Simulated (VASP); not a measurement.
# C (Fd-3m) in VASP: a series of runs

Runs on C. Level: LDA. Tasks: single point.

All numbers are computed with VASP 6.6.1; they aren't measurements. Logs are shortened: lines on timing, memory, paths and dates and some standing lists are left out, and cuts for length are marked.

**1. The cell of the first run**

The structure is cubic, space group Fd-3m (No. 227). The conventional cell has a = 3.435 Å, b = 3.435 Å, c = 3.435 Å, α = 90.00°, β = 90.00°, γ = 90.00°. Within 2.0 Å of C (site symmetry -43m) lie 4 C at 1.49 Å.

**2. Single point, LDA (5.07 Å³/atom)**

File INCAR:

```
SYSTEM = C
  ALGO = Normal
  EDIFF = 1E-6
  ENCUT = 520
  ISIF = 2
  ISMEAR = -1
  ISYM = 0
  LASPH = .True.
  LCHARG = .False.
  LREAL = .False.
  LWAVE = .False.
  NBANDS = 11
  NELM = 80
  PREC = Accurate
  SIGMA = 0.1
```

File KPOINTS:

```
k-points
0
Gamma
  17 17 20
  0 0 0
```

File POSCAR:

```
C
1.0
   -1.2144284114      1.2144262890      1.7174128560
    1.2144262890     -1.2144284114      1.7174128560
    1.2144284131      1.2144284131     -1.7174167430
C
2
Direct
    0.0000001058      0.9999998942      1.0000000000
    0.7499998942      0.2500001058      0.5000000000
```

Potentials or basis: VASP PAW LDA potentials, release 64 (C).

On the command line:

```console
> cat potpaw_LDA.64/C/POTCAR > POTCAR
> mpirun -np 1 vasp_std > vasp.out
```

OUTCAR:

```text
SYSTEM = C
   EDIFF = 1E-6
   ENCUT = 520
   ISIF = 2
   ISMEAR = -1
   ISYM = 0
   LASPH = .True.
   LREAL = .False.
   NELM = 80
   PREC = Accurate

 ion  position               nearest neighbor table
   1  0.000  1.000  0.000-   2 1.49   2 1.49   2 1.49   2 1.49
   2  0.750  0.250  0.500-   1 1.49   1 1.49   1 1.49   1 1.49

IMPORTANT INFORMATION: All symmetrisations will be switched off!
NOSYMM: (Re-)initialisation of all symmetry stuff for point group C_1.

----------------------------------------------------------------------------------------

                                     Primitive cell

  volume of cell :      10.1316

  direct lattice vectors                    reciprocal lattice vectors
    -1.214428411  1.214426289  1.717412856     0.000000466  0.411717148  0.291135841
     1.214426289 -1.214428411  1.717412856     0.411717148  0.000000466  0.291135841
     1.214428413  1.214428413 -1.717416743     0.411716682  0.411716682  0.000000509

  length of vectors
     2.428821627  2.428821627  2.428825438     0.504253000  0.504253000  0.582255316

  position of ions in fractional coordinates (direct lattice)
     0.000000106  0.999999894  1.000000000
     0.749999894  0.250000106  0.500000000

  ion indices of the primitive-cell ions
   primitive index   ion index
                 1           1
                 2           2

----------------------------------------------------------------------------------------

 KPOINTS: k-points

Automatic generation of k-mesh.
 Grid dimensions read from file:
 generate k-points for:   17   17   20

 Generating k-lattice:

  Cartesian coordinates                     Fractional coordinates (reciprocal lattice)
     0.000000027  0.024218656  0.017125638     0.058823529 -0.000000000  0.000000000
     0.024218656  0.000000027  0.017125638    -0.000000000  0.058823529  0.000000000
     0.020585834  0.020585834  0.000000025    -0.000000000 -0.000000000  0.050000000

  Length of vectors
     0.029661941  0.029661941  0.029112766

  Shift w.r.t. Gamma in fractional coordinates (k-lattice)
     0.000000000  0.000000000  0.000000000

 -----------------------------------------------------------------------------
|                                                                             |
|           W    W    AA    RRRRR   N    N  II  N    N   GGGG   !!!           |
|           W    W   A  A   R    R  NN   N  II  NN   N  G    G  !!!           |
|           W    W  A    A  R    R  N N  N  II  N N  N  G       !!!           |
|           W WW W  AAAAAA  RRRRR   N  N N  II  N  N N  G  GGG   !            |
[... 72 lines left out ...]
   ISIF   =      2    stress and relaxation
   ISYM   =      0    0-nonsym 1-usesym 2-fastsym
   POTIM  = 0.5000    time-step for ionic-motion
   TEBEG  =    0.0;   TEEND  =   0.0 temperature during run
   PSTRESS=    0.0 pullay stress
   NELECT =       8.0000    total number of electrons
   NUPDOWN=      -1.0000    fix difference up-down
   EMIN   =  10.00;   EMAX   =-10.00  energy-range for DOS
   EFERMI =   0.00;   METHOD = LEGACY
   ISMEAR =    -1;   SIGMA  =   0.10  broadening in eV -4-tet -1-fermi 0-gaus
   EFERMI_NEDOS =   21; number of points for ismear=-14 and -15
   IALGO  =     38    algorithm
   IMIX   =      4    mixing-type and parameters
     AMIX     =   0.40;   BMIX     =  1.00
     AMIX_MAG =   1.60;   BMIX_MAG =  1.00
  volume/ion in A,a.u.               =       5.07        34.19
  Fermi-wavevector in a.u.,A,eV,Ry     =   1.513139  2.859419 31.151769  2.289590
  Thomas-Fermi vector in A             =   2.622970
   LORBIT       =      0    0 simple, 1 ext, 2 COOP (PROOUT), +10 PAW based schemes
   GGA     = CA    functional components
   LHFCALC =     F    Hartree Fock is set to
   AEXX    =    0.0000 exact exchange contribution
   IVDW    =     0    specifies the selected vdW correction
   LEPSILON=     F    determine dielectric tensor
   LRPA    =     F    only Hartree local field effects (RPA)
 non-spin polarized calculation
  energy-cutoff  :      520.00
  volume of cell :       10.13
 maximum number of plane-waves:       290
 NGX is ok and might be reduce to    18
   NGX =  9   NGY =  9   NGZ =  9

 number of electron       7.9999997 magnetization

 Free energy of the ion-electron system (eV)
  ---------------------------------------------------
  ext. energy  EPLUGINS =         0.00000000
  ---------------------------------------------------
  free energy    TOTEN  =       -20.11620280 eV

  energy without entropy =      -20.11620280  energy(sigma->0) =      -20.11620280

 E-fermi :  13.2707     XC(G=0): -14.0542

 val. band max:       11.4487007836   @ k =   0.0000   0.0000   0.0000
 cond. band min:      15.8330715910   @ k =  -0.3529   0.3529   0.0000
 fundamental gap:      4.3843708073
 Fermi energy:        13.2707122166

 k-point     1 :       0.0000    0.0000    0.0000
  band No.  band energies     occupation
      1     -11.4358      2.00000
      2      11.4483      2.00000
      3      11.4483      2.00000
      4      11.4487      2.00000
      5      17.3107      0.00000
      6      17.3110      0.00000
      7      17.3110      0.00000
      8      27.6764      0.00000
      9      32.0062      0.00000
     10      39.3806      0.00000
     11      39.3822      0.00000
[... 309 lines left out ...]
 k-point    24 :      -0.1765    0.0588    0.0000
  band No.  band energies     occupation
      1     -10.6125      2.00000
      2       7.7392      2.00000
      3       9.6834      2.00000
      4      10.5310      2.00000
      5      17.9561      0.00000
      6      19.5622      0.00000
      7      19.8039      0.00000
      8      27.4346      0.00000
      9      33.0521      0.00000
     10      33.8255      0.00000
     11      36.9197      0.00000

 [... further k-points ...]
[... 5 lines left out ...]
  --------------------------------------------------------------------------------------
  -------------------------------------------------------------------------------------
  Total        2.9975328      2.9975303      2.9993080     -0.0000055      0.0001207      0.0001193
  in kB      474.0200821    474.0196912    474.3008077     -0.0008662      0.0190875      0.0188671
  external PRESSURE =     474.1135270 kB  Pullay stress =       0.0000000 kB

 VOLUME and BASIS-vectors are now :
 -----------------------------------------------------------------------------
  energy-cutoff  :      520.00
  volume of cell :       10.13
      direct lattice vectors                 reciprocal lattice vectors
    -1.214428411  1.214426289  1.717412856     0.000000466  0.411717148  0.291135841
     1.214426289 -1.214428411  1.717412856     0.411717148  0.000000466  0.291135841
     1.214428413  1.214428413 -1.717416743     0.411716682  0.411716682  0.000000509

 POSITION                                       TOTAL-FORCE (eV/Angst)
 -----------------------------------------------------------------------------------
      1.21443     -1.21443      1.71741         0.000042     -0.000043      0.000000
     -0.00000      1.21443      0.85870        -0.000042      0.000043     -0.000000
 -----------------------------------------------------------------------------------
    total drift:                               -0.000000     -0.000000      0.000000

  FREE ENERGIE OF THE ION-ELECTRON SYSTEM (eV)
  ---------------------------------------------------
  free  energy   TOTEN  =       -20.1162027991 eV

  energy  without entropy=      -20.1162027990  energy(sigma->0) =      -20.11620280
```

Run time: 87 s. Hardware: 1 thread of Intel Xeon 6975P-C (Granite Rapids), shared host; peak memory 0.35 GiB.

What came out:

| Item | Value |
| --- | --- |
| Free energy | -20.1162 eV |
| Pressure | 47.4 GPa |
| Band gap on the k mesh | 4.38 eV (least direct gap 5.86 eV) |

Levels at points of the mesh, in eV from the valence-band top:
```
           k point  band 1  band 2  band 3  band 4  band 5  band 6  band 7  band 8
(0.00, 0.00, 0.00)  -22.88    0.00    0.00    0.00    5.86    5.86    5.86   16.23
(0.00, 0.00, 0.50)  -13.45  -13.45   -7.00   -7.00    4.96    4.96   18.42   18.42
```

Caveat: the cell stands under pressure. A k mesh can miss the band edges.

**3. Single point, LDA (5.51 Å³/atom)**

This run uses another cell than the first one, of 5.51 Å³/atom.

File INCAR:

```
  PREC = Accurate
  ENCUT = 520
  EDIFF = 1E-7
  ISMEAR = -1
  SIGMA = 0.1
  LREAL = False
  LASPH = True
  NELM = 60
  ALGO = Normal
  ISIF = 2
  LWAVE = False
  LCHARG = False
  NBANDS = 11
  ISYM = 0
```

File KPOINTS:

```
regular mesh
0
Gamma
  17 17 20
```

File POSCAR:

```
C
1.0
   -1.2486555249      1.2486533428      1.7658159437
    1.2486533428     -1.2486555249      1.7658159437
    1.2486555268      1.2486555268     -1.7658199403
C
2
Direct
    0.0000001058      0.9999998942      1.0000000000
    0.7499998942      0.2500001058      0.5000000000
```

Potentials or basis: VASP PAW LDA potentials, release 64 (C).

On the command line:

```console
> cat potpaw_LDA.64/C/POTCAR > POTCAR
> mpirun -np 1 vasp_std > vasp.out
```

It took 1.8 min on 1 thread of Intel Xeon 6975P-C (Granite Rapids), shared host; peak memory 0.36 GiB.

The run converged. Its results:

```yaml
Free_energy: -20.2452 eV
Pressure: 1.6 GPa
Band_gap_on_the_k_mesh: 4.17 eV (least direct gap 5.63 eV)
```

Levels at points of the mesh, in eV from the valence-band top:
```tsv
k point	band 1	band 2	band 3	band 4	band 5	band 6	band 7	band 8
(0.00, 0.00, 0.00)	-21.72	0.00	0.00	0.00	5.63	5.63	5.63	14.24
(0.00, 0.00, 0.50)	-12.82	-12.82	-6.47	-6.47	4.77	4.77	17.08	17.08
```

A k mesh can miss the band edges.
